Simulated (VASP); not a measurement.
# NaCdF4 (P4/mmm) in VASP: notebook

NaCdF4 is run at these levels: PBE; tasks: single point, relaxation of cell and atoms.

All numbers are computed with VASP 6.6.1; they aren't measurements. Logs are shortened: lines on timing, memory, paths and dates and some standing lists are left out, and cuts for length are marked.

### 1 The cell of the first run

It takes space group P4/mmm (No. 123, tetragonal). The conventional cell has a = 4.218 Å, b = 4.218 Å, c = 6.511 Å, α = 90.00°, β = 90.00°, γ = 90.00°. Within 4.5 Å of Na (site symmetry 4/mmm) lie 16 F at 3.19 to 3.88 Å and 4 Na at 4.22 Å and 8 Cd at 4.42 Å. Within 2.8 Å of Cd (site symmetry 4/mmm) lie 6 F at 2.11 to 2.12 Å. Within 2.8 Å of F (site symmetry 4mm) lie 1 Cd at 2.12 Å and 1 F at 2.27 Å. Within 2.8 Å of F (site symmetry mmm) lie 2 Cd at 2.11 Å.

### 2 Single point, PBE

Input file INCAR:

```
SYSTEM = NaCdF4
ALGO = Normal ; EDIFF = 1E-6
ENCUT = 520 ; GGA = PE
ISIF = 2 ; ISMEAR = 0
LASPH = .True. ; LCHARG = .False.
LREAL = .False. ; LWAVE = .False.
NBANDS = 32 ; NELM = 100
PREC = Accurate ; SIGMA = 0.1
```

Input file KPOINTS:

```
k-points
0
Gamma
  10 10 6
  0 0 0
```

Input file POSCAR:

```
NaCdF4
1.0
    4.2178815989      0.0000000000      0.0000000000
    0.0000000000      4.2178815989      0.0000000000
    0.0000000000      0.0000000000      6.5111275966
Na Cd F
1 1 4
Direct
    0.5000000000      0.5000000000      0.5000000000
    0.0000000000      0.0000000000      0.0000000000
    0.0000000000      0.0000000000      0.6746083881
    0.5000000000      0.0000000000      0.0000000000
    0.0000000000      0.5000000000      0.0000000000
    0.0000000000      0.0000000000      0.3253916119
```

Potentials or basis: VASP PAW PBE potentials, release 64 (Na_pv, Cd, F).

Run with:

```bash
$ cat potpaw_PBE.64/Na_pv/POTCAR potpaw_PBE.64/Cd/POTCAR potpaw_PBE.64/F/POTCAR > POTCAR
$ mpirun -np 1 vasp_std > vasp.out
```

OUTCAR:

```text
SYSTEM = NaCdF4
   EDIFF = 1E-6
   ENCUT = 520
   GGA = PE
   ISIF = 2
   ISMEAR = 0
   LASPH = .True.
   LREAL = .False.
   NELM = 100
   PREC = Accurate

 ion  position               nearest neighbor table
   1  0.500  0.500  0.500-
   2  0.000  0.000  0.000-   4 2.11   5 2.11   5 2.11   4 2.11   3 2.12   6 2.12
   3  0.000  0.000  0.675-   2 2.12
   4  0.500  0.000  0.000-   2 2.11   2 2.11
   5  0.000  0.500  0.000-   2 2.11   2 2.11
   6  0.000  0.000  0.325-   2 2.12

  LATTYP: Found a simple tetragonal cell.
 ALAT       =     4.2178815989
 C/A-ratio  =     1.5436961527

  Lattice vectors:

 A1 = (   4.2178815989,   0.0000000000,   0.0000000000)
 A2 = (   0.0000000000,   4.2178815989,   0.0000000000)
 A3 = (   0.0000000000,   0.0000000000,   6.5111275966)

Analysis of symmetry for initial positions (statically):
=====================================================================
 Subroutine PRICEL returns:
 Original cell was already a primitive cell.

 Routine SETGRP: Setting up the symmetry group for a
 simple tetragonal supercell.

 Subroutine GETGRP returns: Found 16 space group operations
 (whereof 16 operations were pure point group operations)
 out of a pool of 16 trial point group operations.

The static configuration has the point symmetry D_4h.

Analysis of symmetry for dynamics (positions and initial velocities):
=====================================================================
 Subroutine PRICEL returns:
 Original cell was already a primitive cell.

 Routine SETGRP: Setting up the symmetry group for a
 simple tetragonal supercell.

 Subroutine GETGRP returns: Found 16 space group operations
 (whereof 16 operations were pure point group operations)
 out of a pool of 16 trial point group operations.

The dynamic configuration has the point symmetry D_4h.

 Subroutine INISYM returns: Found 16 space group operations
 (whereof 16 operations are pure point group operations),
 and found     1 'primitive' translations

----------------------------------------------------------------------------------------

                                     Primitive cell

  volume of cell :     115.8364

  direct lattice vectors                    reciprocal lattice vectors
     4.217881599  0.000000000  0.000000000     0.237085840  0.000000000  0.000000000
     0.000000000  4.217881599  0.000000000     0.000000000  0.237085840  0.000000000
     0.000000000  0.000000000  6.511127597     0.000000000  0.000000000  0.153583229

  length of vectors
     4.217881599  4.217881599  6.511127597     0.237085840  0.237085840  0.153583229

  position of ions in fractional coordinates (direct lattice)
     0.500000000  0.500000000  0.500000000
     0.000000000  0.000000000  0.000000000
     0.000000000  0.000000000  0.674608388
     0.500000000  0.000000000  0.000000000
     0.000000000  0.500000000  0.000000000
     0.000000000  0.000000000  0.325391612

  ion indices of the primitive-cell ions
   primitive index   ion index
                 1           1
                 2           2
                 3           3
                 4           4
                 5           5
                 6           6

----------------------------------------------------------------------------------------

 KPOINTS: k-points

Automatic generation of k-mesh.
 Grid dimensions read from file:
 generate k-points for:   10   10    6

 Generating k-lattice:

  Cartesian coordinates                     Fractional coordinates (reciprocal lattice)
     0.023708584  0.000000000  0.000000000     0.100000000  0.000000000  0.000000000
     0.000000000  0.023708584  0.000000000     0.000000000  0.100000000  0.000000000
     0.000000000  0.000000000  0.025597205     0.000000000  0.000000000  0.166666667

  Length of vectors
     0.023708584  0.023708584  0.025597205

  Shift w.r.t. Gamma in fractional coordinates (k-lattice)
     0.000000000  0.000000000  0.000000000

 Subroutine IBZKPT returns following result:
 ===========================================

 Found     84 irreducible k-points:

 Following reciprocal coordinates:
            Coordinates               Weight
  0.000000  0.000000  0.000000      1.000000
  0.100000  0.000000  0.000000      4.000000
  0.200000  0.000000  0.000000      4.000000
  0.300000  0.000000  0.000000      4.000000
  0.400000  0.000000  0.000000      4.000000
  0.500000  0.000000  0.000000      2.000000
[... 16 lines left out ...]
  0.100000  0.000000  0.166667      8.000000
  0.200000  0.000000  0.166667      8.000000
 [... further k-points ...]
   k-points           NKPTS =     84   k-points in BZ     NKDIM =     84   number of bands    NBANDS=     32
   number of dos      NEDOS =    301   number of ions     NIONS =      6
   total plane-waves  NPLWV =  49152
   dimension x,y,z NGX =    32 NGY =   32 NGZ =   48
   dimension x,y,z NGXF=    64 NGYF=   64 NGZF=   96
   ions per type =               1   1   4
   NGX,Y,Z   is equivalent  to a cutoff of  12.61, 12.61, 12.26 a.u.
   NGXF,Y,Z  is equivalent  to a cutoff of  25.23, 25.23, 24.51 a.u.
 SYSTEM =  NaCdF4
   PREC   = accura    normal or accurate (medium, high low for compatibility)
   ISTART =      0    job   : 0-new  1-cont  2-samecut
   ICHARG =      2    charge: 1-file 2-atom 10-const
   ISPIN  =      1    spin polarized calculation?
   LNONCOLLINEAR =      F non collinear calculations
   LSORBIT =      F    spin-orbit coupling
   LASPH  =      T    aspherical Exc in radial PAW
   ENCUT  =  520.0 eV  38.22 Ry    6.18 a.u.   7.84  7.84 12.11*2*pi/ulx,y,z
   NELM   =    100;   NELMIN=  2; NELMDL= -5     # of ELM steps
   EDIFF  = 0.1E-05   stopping-criterion for ELM
   LREAL  =      F    real-space projection
   EDIFFG = 0.1E-04   stopping-criterion for IOM
   NSW    =      0    number of steps for IOM
   IBRION =     -1    ionic relax: 0-MD 1-quasi-New 2-CG
   NFREE  =      0    steps in history (QN), initial steepest desc. (CG)
   ISIF   =      2    stress and relaxation
   ISYM   =      2    0-nonsym 1-usesym 2-fastsym
   POTIM  = 0.5000    time-step for ionic-motion
   TEBEG  =    0.0;   TEEND  =   0.0 temperature during run
   PSTRESS=    0.0 pullay stress
   NELECT =      47.0000    total number of electrons
   NUPDOWN=      -1.0000    fix difference up-down
   EMIN   =  10.00;   EMAX   =-10.00  energy-range for DOS
   EFERMI =   0.00;   METHOD = LEGACY
   ISMEAR =     0;   SIGMA  =   0.10  broadening in eV -4-tet -1-fermi 0-gaus
   EFERMI_NEDOS =   21; number of points for ismear=-14 and -15
   IALGO  =     38    algorithm
   IMIX   =      4    mixing-type and parameters
     AMIX     =   0.40;   BMIX     =  1.00
     AMIX_MAG =   1.60;   BMIX_MAG =  1.00
  volume/ion in A,a.u.               =      19.31       130.28
  Fermi-wavevector in a.u.,A,eV,Ry     =   1.211972  2.290294 19.985261  1.468875
  Thomas-Fermi vector in A             =   2.347470
   LORBIT       =      0    0 simple, 1 ext, 2 COOP (PROOUT), +10 PAW based schemes
   GGA     = PE    functional components
   LHFCALC =     F    Hartree Fock is set to
   AEXX    =    0.0000 exact exchange contribution
   IVDW    =     0    specifies the selected vdW correction
   LEPSILON=     F    determine dielectric tensor
   LRPA    =     F    only Hartree local field effects (RPA)
 non-spin polarized calculation
 Gauss-broadening in eV      SIGMA  =   0.10
  energy-cutoff  :      520.00
  volume of cell :      115.84
 maximum number of plane-waves:      3150
 NGX is ok and might be reduce to    32
   NGX = 15   NGY = 15   NGZ = 25

 number of electron      46.9999964 magnetization

 Free energy of the ion-electron system (eV)
  ---------------------------------------------------
  ext. energy  EPLUGINS =         0.00000000
  ---------------------------------------------------
  free energy    TOTEN  =       -19.98771820 eV

  energy without entropy =      -19.97863603  energy(sigma->0) =      -19.98317712

 E-fermi :  -3.0602     XC(G=0):  -7.5490

 val. band max:       -3.0666370200   @ k =   0.5000   0.1000   0.1667
 cond. band min:      -3.0555801408   @ k =   0.5000   0.2000   0.1667
 fundamental gap:      0.0110568792
 Fermi energy:        -3.0601875328

 k-point     1 :       0.0000    0.0000    0.0000
  band No.  band energies     occupation
      1     -25.3829      2.00000
      2     -25.3640      2.00000
      3     -25.3640      2.00000
      4     -23.9245      2.00000
      5     -23.6438      2.00000
      6     -23.3949      2.00000
[... 24 lines left out ...]
     31       9.5025      0.00000
     32      11.4915      0.00000

 k-point     2 :       0.1000    0.0000    0.0000
  band No.  band energies     occupation
      1     -25.3828      2.00000
      2     -25.3645      2.00000
      3     -25.3640      2.00000
      4     -23.9115      2.00000
      5     -23.6428      2.00000
      6     -23.3950      2.00000
[... 24 lines left out ...]
     31      10.0250      0.00000
     32      10.9156      0.00000

 k-point     3 :       0.2000    0.0000    0.0000
  band No.  band energies     occupation
      1     -25.3826      2.00000
      2     -25.3659      2.00000
      3     -25.3639      2.00000
      4     -23.8772      2.00000
      5     -23.6400      2.00000
      6     -23.3954      2.00000
[... 24 lines left out ...]
     31       9.8264      0.00000
     32      10.7295      0.00000

 k-point     4 :       0.3000    0.0000    0.0000
  band No.  band energies     occupation
      1     -25.3824      2.00000
      2     -25.3675      2.00000
      3     -25.3638      2.00000
      4     -23.8346      2.00000
      5     -23.6354      2.00000
      6     -23.3964      2.00000
[... 654 lines left out ...]
     31       9.5234      0.00000
     32      11.0500      0.00000

 k-point    23 :       0.1000    0.0000    0.1667
  band No.  band energies     occupation
      1     -25.3828      2.00000
      2     -25.3645      2.00000
      3     -25.3640      2.00000
      4     -23.9080      2.00000
      5     -23.6428      2.00000
      6     -23.3862      2.00000
[... 24 lines left out ...]
     31       9.9583      0.00000
     32      10.6031      0.00000

 k-point    24 :       0.2000    0.0000    0.1667
  band No.  band energies     occupation
      1     -25.3826      2.00000
      2     -25.3659      2.00000
      3     -25.3639      2.00000
      4     -23.8737      2.00000
      5     -23.6399      2.00000
      6     -23.3861      2.00000
[... 24 lines left out ...]
     31       9.7110      0.00000
     32      10.8134      0.00000

 [... further k-points ...]

------------------------ aborting loop because EDIFF is reached ----------------------------------------

  FORCE on cell =-STRESS in cart. coord.  units (eV):
  Direction    XX          YY          ZZ          XY          YZ          ZX
  --------------------------------------------------------------------------------------
  -------------------------------------------------------------------------------------
  Total        0.4036758      0.4036758      0.4530659      0.0000000      0.0000000      0.0000000
  in kB        5.5833950      5.5833950      6.2665273      0.0000000      0.0000000      0.0000000
  external PRESSURE =       5.8111058 kB  Pullay stress =       0.0000000 kB

 VOLUME and BASIS-vectors are now :
 -----------------------------------------------------------------------------
  energy-cutoff  :      520.00
  volume of cell :      115.84
      direct lattice vectors                 reciprocal lattice vectors
     4.217881599  0.000000000  0.000000000     0.237085840  0.000000000  0.000000000
     0.000000000  4.217881599  0.000000000     0.000000000  0.237085840  0.000000000
     0.000000000  0.000000000  6.511127597     0.000000000  0.000000000  0.153583229

 POSITION                                       TOTAL-FORCE (eV/Angst)
 -----------------------------------------------------------------------------------
      2.10894      2.10894      3.25556         0.000000      0.000000      0.000000
      0.00000      0.00000      0.00000         0.000000      0.000000      0.000000
      0.00000      0.00000      4.39246        -0.000000      0.000000     -0.153866
      2.10894      0.00000      0.00000         0.000000      0.000000      0.000000
      0.00000      2.10894      0.00000         0.000000      0.000000      0.000000
      0.00000      0.00000      2.11867        -0.000000      0.000000      0.153866
 -----------------------------------------------------------------------------------
    total drift:                                0.000000      0.000000     -0.000000

  FREE ENERGIE OF THE ION-ELECTRON SYSTEM (eV)
  ---------------------------------------------------
  free  energy   TOTEN  =       -19.9877182021 eV

  energy  without entropy=      -19.9786360337  energy(sigma->0) =      -19.98317712
```

Wall time 3.9 min (1 thread of Intel Xeon 6975P-C (Granite Rapids), shared host); peak memory 0.39 GiB.

What came out:

| Item | Value |
| --- | --- |
| Free energy | -19.9877 eV |
| Pressure | 0.6 GPa |
| Largest force | 0.154 eV/Å |
| Band gap on the k mesh | zero (an odd number of electrons rules out a gap without spin polarisation) |

Forces in eV/Å, atoms in the order of the input:
```
Na   0.000  0.000  0.000
Cd   0.000  0.000  0.000
F    0.000  0.000 -0.154
F    0.000  0.000  0.000
F    0.000  0.000  0.000
F    0.000  0.000  0.154
```

Caveat: an odd number of electrons without spin polarisation forces a metal; a magnetic or distorted state may lie lower.

(Continued in part 2 of 2.)
